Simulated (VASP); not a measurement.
Si (a cell with a defect): single point with r2SCAN

System: Si (a cell with a defect).

```
CELL_PARAMETERS angstrom
0.00000 5.44370 -5.44370
5.44370 5.44370 0.00000
5.44370 0.00000 -5.44370
ATOMIC_POSITIONS crystal
Si 0.93747 0.18751 0.18751
Si 0.12608 0.62243 0.12906
Si 0.63105 0.12944 0.12944
Si 0.63105 0.61007 0.12944
Si 0.12608 0.12906 0.62243
Si 0.12608 0.62243 0.62243
Si 0.63105 0.12944 0.61007
Si 0.62493 0.62502 0.62502
Si 0.24395 0.76494 0.24555
Si 0.24395 0.24556 0.24556
Si 0.74894 0.75256 0.24595
Si 0.25003 0.74999 0.74999
Si 0.24394 0.24556 0.76494
Si 0.74894 0.75255 0.75256
Si 0.74894 0.24595 0.75256
```

```json
{"Program": "VASP 6.6.1", "Task": "single point", "Functional": "r2SCAN", "Potentials or basis": "VASP PAW PBE potentials, release 64 (Si)", "Cutoff": "520 eV", "k mesh": "2 × 2 × 2", "Occupations": "gaussian, width 0.02 eV", "Spin": "no spin polarisation", "Dipole correction": "no", "Charge": "-2", "Further INCAR settings": "LREAL = Auto; ALGO = Normal; EDIFF = 1e-06; NBANDS = 43; NELECT = 62.0"}
```

```yaml
Largest_force: 0.020 eV/Å
```

Forces on the atoms (eV/Å):
```
Si   0.001 -0.001  0.001
Si   0.006 -0.006  0.006
Si  -0.018 -0.002  0.002
Si   0.002  0.018  0.002
Si   0.006 -0.006  0.006
Si   0.006 -0.006  0.006
Si   0.002 -0.002 -0.018
Si  -0.011  0.011 -0.011
Si  -0.002 -0.017 -0.002
Si   0.017  0.002 -0.002
Si  -0.006  0.006 -0.005
Si   0.011 -0.011  0.011
Si  -0.002  0.002  0.017
Si  -0.005  0.006 -0.006
Si  -0.006  0.005 -0.006
```

Levels at points of the mesh, in eV from the Fermi level:
| k point | band 29 | band 30 | band 31 | band 32 | band 33 | band 34 |
| --- | --- | --- | --- | --- | --- | --- |
| (0.00, 0.00, 0.00) | -1.31 | -0.14 | -0.14 | 0.05 | 0.05 | 0.10 |
| (0.50, 0.00, 0.00) | -0.92 | -0.92 | -0.57 | -0.57 | 0.98 | 0.98 |
| (0.00, 0.50, 0.00) | -1.63 | -1.56 | 0.21 | 0.23 | 0.57 | 0.80 |
| (0.50, 0.50, 0.00) | -2.19 | -1.45 | -0.89 | -0.01 | 0.42 | 0.67 |

Run time: 9.1 min on 1 thread of AMD EPYC 7R43 64-Core Processor (Zen 3), on a shared host, peak memory 0.45 GiB.

Caveat: the k points lie up to 0.50 Å⁻¹ apart, too coarse for converged energies and pressures of a metal; the cell carries a net charge on a neutralising background, which shifts energy and pressure; the cell is charged against a uniform background, so pressure and absolute levels hang on convention; the PAW data sets were made with another functional, which shifts forces and pressure a little.
